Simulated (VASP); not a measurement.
# TiPd3 (Pm-3m) in VASP: further runs

Runs on TiPd3. Level: LDA. Tasks: electric field gradients.

Program: VASP 6.6.1. These are calculated values, not measurements. Logs are shortened: lines on timing, memory, paths and dates and some standing lists are left out, and cuts for length are marked.

## (1) The cell of the first run

It takes space group Pm-3m (No. 221, cubic). Conventional cell: a = 3.794 Å, b = 3.794 Å, c = 3.794 Å, α = 90.00°, β = 90.00°, γ = 90.00°. Ti (site symmetry m-3m) has 12 Pd at 2.68 Å within 3.5 Å. Within 3.5 Å of Pd (site symmetry 4/mmm) lie 4 Ti at 2.68 Å and 8 Pd at 2.68 Å.

## (2) Electric field gradients, LDA (13.66 Å³/atom)

Contents of INCAR:

```
SYSTEM = TiPd3
PREC = Accurate
ENCUT = 520
EDIFF = 1E-8
ISMEAR = -1
SIGMA = 0.05
LREAL = .False.
LASPH = .True.
NELM = 80
ALGO = Normal
ISIF = 2
LWAVE = .False.
LCHARG = .False.
GGA = CA
LEFG = .True.
NBANDS = 29
```

Contents of KPOINTS:

```
regular mesh
0
Gamma
  11 11 11
  0 0 0
```

Contents of POSCAR:

```
TiPd3
1.0
    3.7943616436      0.0000000000      0.0000000000
    0.0000000000      3.7943616436      0.0000000000
    0.0000000000      0.0000000000      3.7943616436
Ti Pd
1 3
Direct
    0.0000000000      0.0000000000      0.0000000000
    0.0000000000      0.5000000000      0.5000000000
    0.5000000000      0.0000000000      0.5000000000
    0.5000000000      0.5000000000      0.0000000000
```

Potentials or basis: VASP PAW LDA potentials, release 64 (Ti_sv, Pd).

On the command line:

```bash
> cat potpaw_LDA.64/Ti_sv/POTCAR potpaw_LDA.64/Pd/POTCAR > POTCAR
> mpirun -np 1 vasp_std > vasp.out
```

OUTCAR:

```text
SYSTEM = TiPd3
   PREC = Accurate
   ENCUT = 520
   EDIFF = 1E-8
   ISMEAR = -1
   LREAL = .False.
   LASPH = .True.
   NELM = 80
   ISIF = 2
   GGA = CA

 ion  position               nearest neighbor table
   1  0.000  0.000  0.000-   2 2.68   3 2.68   4 2.68   2 2.68   3 2.68   2 2.68   4 2.68   2 2.68
                             3 2.68   4 2.68   3 2.68   4 2.68
   2  0.000  0.500  0.500-   1 2.68   3 2.68   4 2.68   1 2.68   4 2.68   1 2.68   3 2.68   1 2.68
                             3 2.68   4 2.68   4 2.68   3 2.68
   3  0.500  0.000  0.500-   1 2.68   2 2.68   4 2.68   1 2.68   4 2.68   2 2.68   4 2.68   4 2.68
                             1 2.68   2 2.68   1 2.68   2 2.68
   4  0.500  0.500  0.000-   1 2.68   2 2.68   3 2.68   2 2.68   3 2.68   1 2.68   3 2.68   3 2.68
                             1 2.68   2 2.68   2 2.68   1 2.68

  LATTYP: Found a simple cubic cell.
 ALAT       =     3.7943616436

  Lattice vectors:

 A1 = (   3.7943616436,   0.0000000000,   0.0000000000)
 A2 = (   0.0000000000,   3.7943616436,   0.0000000000)
 A3 = (   0.0000000000,   0.0000000000,   3.7943616436)

Analysis of symmetry for initial positions (statically):
=====================================================================
 Subroutine PRICEL returns:
 Original cell was already a primitive cell.

 Routine SETGRP: Setting up the symmetry group for a
 simple cubic supercell.

 Subroutine GETGRP returns: Found 48 space group operations
 (whereof 48 operations were pure point group operations)
 out of a pool of 48 trial point group operations.

The static configuration has the point symmetry O_h .

Analysis of symmetry for dynamics (positions and initial velocities):
=====================================================================
 Subroutine PRICEL returns:
 Original cell was already a primitive cell.

 Routine SETGRP: Setting up the symmetry group for a
 simple cubic supercell.

 Subroutine GETGRP returns: Found 48 space group operations
 (whereof 48 operations were pure point group operations)
 out of a pool of 48 trial point group operations.

The dynamic configuration has the point symmetry O_h .

 Subroutine INISYM returns: Found 48 space group operations
 (whereof 48 operations are pure point group operations),
 and found     1 'primitive' translations

----------------------------------------------------------------------------------------

                                     Primitive cell

  volume of cell :      54.6281

  direct lattice vectors                    reciprocal lattice vectors
     3.794361644  0.000000000  0.000000000     0.263548943  0.000000000  0.000000000
     0.000000000  3.794361644  0.000000000     0.000000000  0.263548943  0.000000000
     0.000000000  0.000000000  3.794361644     0.000000000  0.000000000  0.263548943

  length of vectors
     3.794361644  3.794361644  3.794361644     0.263548943  0.263548943  0.263548943

  position of ions in fractional coordinates (direct lattice)
     0.000000000  0.000000000  0.000000000
     0.000000000  0.500000000  0.500000000
     0.500000000  0.000000000  0.500000000
     0.500000000  0.500000000  0.000000000

  ion indices of the primitive-cell ions
   primitive index   ion index
                 1           1
                 2           2
                 3           3
                 4           4

----------------------------------------------------------------------------------------

 KPOINTS: regular mesh

Automatic generation of k-mesh.
 Grid dimensions read from file:
 generate k-points for:   11   11   11

 Generating k-lattice:

  Cartesian coordinates                     Fractional coordinates (reciprocal lattice)
     0.023958995  0.000000000  0.000000000     0.090909091  0.000000000  0.000000000
     0.000000000  0.023958995  0.000000000     0.000000000  0.090909091  0.000000000
     0.000000000  0.000000000  0.023958995     0.000000000  0.000000000  0.090909091

  Length of vectors
     0.023958995  0.023958995  0.023958995

  Shift w.r.t. Gamma in fractional coordinates (k-lattice)
[... 37 lines left out ...]
   dimension x,y,z NGX =    28 NGY =   28 NGZ =   28
   dimension x,y,z NGXF=    56 NGYF=   56 NGZF=   56
   ions per type =               1   3
   NGX,Y,Z   is equivalent  to a cutoff of  12.27, 12.27, 12.27 a.u.
   NGXF,Y,Z  is equivalent  to a cutoff of  24.54, 24.54, 24.54 a.u.
 SYSTEM =  TiPd3
   PREC   = accura    normal or accurate (medium, high low for compatibility)
   ISTART =      0    job   : 0-new  1-cont  2-samecut
   ICHARG =      2    charge: 1-file 2-atom 10-const
   ISPIN  =      1    spin polarized calculation?
   LNONCOLLINEAR =      F non collinear calculations
   LSORBIT =      F    spin-orbit coupling
   LASPH  =      T    aspherical Exc in radial PAW
   ENCUT  =  520.0 eV  38.22 Ry    6.18 a.u.   7.05  7.05  7.05*2*pi/ulx,y,z
   NELM   =     80;   NELMIN=  2; NELMDL= -5     # of ELM steps
   EDIFF  = 0.1E-07   stopping-criterion for ELM
   LREAL  =      F    real-space projection
   EDIFFG = 0.1E-06   stopping-criterion for IOM
   NSW    =      0    number of steps for IOM
   IBRION =     -1    ionic relax: 0-MD 1-quasi-New 2-CG
   NFREE  =      0    steps in history (QN), initial steepest desc. (CG)
   ISIF   =      2    stress and relaxation
   ISYM   =      2    0-nonsym 1-usesym 2-fastsym
   POTIM  = 0.5000    time-step for ionic-motion
   TEBEG  =    0.0;   TEEND  =   0.0 temperature during run
   PSTRESS=    0.0 pullay stress
   NELECT =      42.0000    total number of electrons
   NUPDOWN=      -1.0000    fix difference up-down
   EMIN   =  10.00;   EMAX   =-10.00  energy-range for DOS
   EFERMI =   0.00;   METHOD = LEGACY
   ISMEAR =    -1;   SIGMA  =   0.05  broadening in eV -4-tet -1-fermi 0-gaus
   EFERMI_NEDOS =   21; number of points for ismear=-14 and -15
   IALGO  =     38    algorithm
   IMIX   =      4    mixing-type and parameters
     AMIX     =   0.40;   BMIX     =  1.00
     AMIX_MAG =   1.60;   BMIX_MAG =  1.00
  volume/ion in A,a.u.               =      13.66        92.16
  Fermi-wavevector in a.u.,A,eV,Ry     =   1.499751  2.834119 30.602952  2.249254
  Thomas-Fermi vector in A             =   2.611340
   LORBIT       =      0    0 simple, 1 ext, 2 COOP (PROOUT), +10 PAW based schemes
   GGA     = CA    functional components
   LHFCALC =     F    Hartree Fock is set to
   AEXX    =    0.0000 exact exchange contribution
   IVDW    =     0    specifies the selected vdW correction
   LEPSILON=     F    determine dielectric tensor
   LRPA    =     F    only Hartree local field effects (RPA)
 non-spin polarized calculation
  energy-cutoff  :      520.00
  volume of cell :       54.63
 maximum number of plane-waves:      1484
   NGX = 15   NGY = 15   NGZ = 15

 number of electron      42.0000004 magnetization

 Free energy of the ion-electron system (eV)
  ---------------------------------------------------
  ext. energy  EPLUGINS =         0.00000000
  ---------------------------------------------------
  free energy    TOTEN  =       -30.77275024 eV

  energy without entropy =      -30.76140765  energy(sigma->0) =      -30.76707895

 E-fermi :  11.9379     XC(G=0): -13.7558

 val. band max:       11.9221349078   @ k =   0.4545   0.0909   0.0000
 cond. band min:      11.9762799284   @ k =   0.1818   0.0909   0.0909
 fundamental gap:      0.0541450206
 Fermi energy:        11.9379401713

 k-point     1 :       0.0000    0.0000    0.0000
  band No.  band energies     occupation
      1     -45.4739      2.00000
      2     -22.0869      2.00000
      3     -22.0869      2.00000
      4     -22.0869      2.00000
      5       3.4238      2.00000
      6       5.0148      2.00000
[... 757 lines left out ...]
     28      17.2197      0.00000
     29      21.6429      0.00000

 [... further k-points ...]
[... 5 lines left out ...]
  --------------------------------------------------------------------------------------
  -------------------------------------------------------------------------------------
  Total        2.6696775      2.6696775      2.6696775      0.0000000      0.0000000     -0.0000000
  in kB       78.2984597     78.2984597     78.2984597      0.0000000      0.0000000     -0.0000000
  external PRESSURE =      78.2984597 kB  Pullay stress =       0.0000000 kB

 VOLUME and BASIS-vectors are now :
 -----------------------------------------------------------------------------
  energy-cutoff  :      520.00
  volume of cell :       54.63
      direct lattice vectors                 reciprocal lattice vectors
     3.794361644  0.000000000  0.000000000     0.263548943  0.000000000  0.000000000
     0.000000000  3.794361644  0.000000000     0.000000000  0.263548943  0.000000000
     0.000000000  0.000000000  3.794361644     0.000000000  0.000000000  0.263548943

 POSITION                                       TOTAL-FORCE (eV/Angst)
 -----------------------------------------------------------------------------------
      0.00000      0.00000      0.00000         0.000000      0.000000      0.000000
      0.00000      1.89718      1.89718         0.000000      0.000000      0.000000
      1.89718      0.00000      1.89718         0.000000      0.000000      0.000000
      1.89718      1.89718      0.00000         0.000000      0.000000      0.000000
 -----------------------------------------------------------------------------------
    total drift:                                0.000000      0.000000      0.000000

  FREE ENERGIE OF THE ION-ELECTRON SYSTEM (eV)
  ---------------------------------------------------
  free  energy   TOTEN  =       -30.7727502447 eV

  energy  without entropy=      -30.7614076546  energy(sigma->0) =      -30.76707895

 Electric field gradients (V/A^2)
---------------------------------------------------------------------
 ion       V_xx      V_yy      V_zz      V_xy      V_xz      V_yz
---------------------------------------------------------------------
   1       0.000     0.000     0.000    -0.000    -0.000    -0.000
   2     -64.428    32.214    32.214     0.000    -0.000     0.000
   3      32.214   -64.428    32.214    -0.000    -0.000    -0.000
   4      32.214    32.214   -64.428    -0.000    -0.000    -0.000
---------------------------------------------------------------------

 Electric field gradients after diagonalization (V/A^2)
 (convention: |V_zz| > |V_xx| > |V_yy|)
----------------------------------------------------------------------
 ion       V_xx      V_yy      V_zz     asymmetry (V_yy - V_xx)/ V_zz
----------------------------------------------------------------------
   1       0.000     0.000     0.000      -0.615
   2      32.214    32.214   -64.428       0.000
   3      32.214    32.214   -64.428       0.000
   4      32.214    32.214   -64.428       0.000
----------------------------------------------------------------------

           NMR quadrupolar parameters

 Cq : quadrupolar parameter    Cq=e*Q*V_zz/h
 eta: asymmetry parameters     (V_yy - V_xx)/ V_zz
 Q  : nuclear electric quadrupole moment in mb (millibarn)
----------------------------------------------------------------------
 ion       Cq(MHz)       eta       Q (mb)
----------------------------------------------------------------------
   1       0.000      -0.615       1.000
   2      -0.156       0.000       1.000
   3      -0.156       0.000       1.000
   4      -0.156       0.000       1.000
----------------------------------------------------------------------
```

Run time: 48 s. Hardware: 1 thread of AMD EPYC 9R45 (Zen 5), shared host; peak memory 0.16 GiB.

What came out:

```
Free energy                             : -30.7728 eV
Pressure                                : 7.8 GPa
Band gap on the k mesh                  : zero (bands 21 and 22 overlap by 1.39 eV)
Largest electric field gradient by atom : Ti +0.0; Pd -64.4 V/Å²
```

Levels at points of the mesh, in eV from the Fermi level:
```tsv
k point	band 19	band 20	band 21	band 22	band 23	band 24
(0.00, 0.00, 0.00)	-0.60	-0.60	1.24	1.24	1.95	1.95
```

Electric field gradients, principal values (V/Å²):
| atom | least | middle | greatest (by size) |
| --- | --- | --- | --- |
| 1 Ti | 0.000 | 0.000 | 0.000 |
| 2 Pd | 32.214 | 32.214 | -64.428 |
| 3 Pd | 32.214 | 32.214 | -64.428 |
| 4 Pd | 32.214 | 32.214 | -64.428 |

Caveat: the cell stands under pressure; without QUAD_EFG the Cq values of the log hold for a quadrupole moment of 1 mb, not for the nuclei.

(Continued in part 2 of 3.)

The gap in the log of VASP goes by the Fermi energy; the results here count the filled bands.